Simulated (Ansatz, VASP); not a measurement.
## W in VASP and in Ansatz

The input POSCAR:

```
W
1.0
   -1.6862172057      1.6862172057      1.4332846249
    1.6862172057     -1.6862172057      1.4332846249
    1.6862172057      1.6862172057     -1.4332846249
W
1
Direct
    0.0000000000      0.0000000000      0.0000000000
```

The input INCAR.step1:

```
SYSTEM = W
PREC = Accurate ; ENCUT = 520
ISMEAR = 0 ; SIGMA = 0.15
LREAL = .False. ; LASPH = .True.
NELM = 100 ; NBANDS = 13
GGA = PE ; ALGO = Normal
EDIFF = 1E-4 ; LWAVE = .True.
LCHARG = .False.
```

Contents of INCAR.step2:

```
SYSTEM = W
PREC = Accurate ; ENCUT = 520
EDIFF = 1E-6 ; ISMEAR = 0
SIGMA = 0.15 ; LREAL = .False.
LASPH = .True. ; NELM = 100
ALGO = Normal ; ISIF = 2
LWAVE = .False. ; LCHARG = .False.
METAGGA = R2SCAN ; LMIXTAU = .True.
NBANDS = 13 ; ISTART = 1
```

The input KPOINTS:

```
Automatic mesh
0
Gamma
  24 24 24
  0 0 0
```

Input for Ansatz:

```yaml
crystal:
  lattice:
    - [-1.6862172057, 1.6862172057, 1.4332846249]
    - [1.6862172057, -1.6862172057, 1.4332846249]
    - [1.6862172057, 1.6862172057, -1.4332846249]
  atoms:
    - { symbol: W, position: [0.0, 0.0, 0.0] }
basis:
  ecutwfc: 500
kpoints:
  mp_grid: { grid: [24, 24, 24] }
hamiltonian:
  xc: r2scan
scf:
  occupations: { method: gaussian, width: 0.15 }
output:
  forces: true
  stress: true
  eigenvalues: true
```

Alike in both runs: task single point; functional r2SCAN; k mesh 24 × 24 × 24; occupations gaussian, width 0.15 eV; no spin polarisation.

|  | VASP | Ansatz |
| --- | --- | --- |
| version | VASP 6.6.1 | Ansatz 0.2.0 |
| potentials or method | VASP PAW PBE potentials, release 64 (W_sv), cutoff 520 eV | scalar-relativistic, plane waves, PAW |
| valence electrons in the cell | 14 | 14 |

Ansatz gave:

| Quantity | Value |
| --- | --- |
| gap on the k mesh at the Fermi level (eV) | none |
| pressure (GPa) | -3.2 |
| traceless stress, the component that is largest in VASP (GPa) | 29.13 |

Q: Estimate VASP's values.

A: gap on the k mesh at the Fermi level (eV): none; pressure (GPa): -2.0; traceless stress, the component that is largest in VASP (GPa): 29.12.

VASP's potentials were made for PBE, not for r2SCAN. A gap of «none» marks a metal or a gap that the smearing closes. The functional is the same, so the differences come from potentials, cutoffs and numerics.

Spin-orbit coupling is off throughout.
